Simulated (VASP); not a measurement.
Runs of VASP 6.6.1 on LiF (rock salt type). The structure is that of space group Fm-3m (No. 225), or close to it. The cells are those of the table. 

| level | cell | k mesh | smearing | grid for exact exchange (PRECFOCK) | screening parameter | gap on the mesh (eV) | largest force (eV/Å) |
| --- | --- | --- | --- | --- | --- | --- | --- |
| PBE | a = 2.878 Å, angles 60.0°, 2 atoms | 6 × 6 × 6 | fermi-dirac 0.02 eV | - | - | 8.82 | - |
| HSE06 | a = 2.829 Å, angles 60.0°, 2 atoms | 4 × 4 × 4 | fermi-dirac 0.05 eV | Normal | 0.2079 1/Å | 11.59 | - |
| PBE | a = 2.878 Å, angles 60.0°, 2 atoms | 8 × 8 × 8 | fermi-dirac 0.1 eV | - | - | 8.82 | - |
| HSE06 | a = 2.859 Å, angles 60.0°, 2 atoms | 4 × 4 × 4 | fermi-dirac 0.05 eV | Normal | 0.2079 1/Å | 11.29 | - |
| HSE06 | a = 2.916 Å, angles 60.0°, 2 atoms | 4 × 4 × 4 | fermi-dirac 0.05 eV | Normal | 0.2079 1/Å | 10.75 | - |
| HSE06 | a = 2.878 Å, angles 60.0°, 2 atoms | 4 × 4 × 4 | fermi-dirac 0.05 eV | Normal | 0.2079 1/Å | 11.09 | 0.07 |
| PBE | a = 2.878 Å, angles 60.0°, 2 atoms | 4 × 4 × 4 | fermi-dirac 0.05 eV | - | - | 8.81 | (b) |
| r2SCAN | a = 2.878 Å, angles 60.0°, 2 atoms | 6 × 6 × 6 | fermi-dirac 0.02 eV | - | - | (a) | - |
| HSE06 | a = 2.799 Å, angles 60.0°, 2 atoms | 4 × 4 × 4 | fermi-dirac 0.05 eV | Normal | 0.2079 1/Å | 11.91 | - |
| HSE06 | a = 2.878 Å, angles 60.0°, 2 atoms | 6 × 6 × 6 | fermi-dirac 0.02 eV | Normal | 0.2079 1/Å | 11.09 | - |

Alike in all rows: task single point; potentials or basis VASP PAW PBE potentials, release 64 (Li_sv, F); no spin polarisation; cutoff (eV) 520.

Estimate the missing entries.

(a) 9.96; (b) 0.08.

Caveats: some runs use coarse meshes; the PAW data sets were made with another functional, which shifts forces and pressure a little (some runs).

A k mesh can miss the band edges.
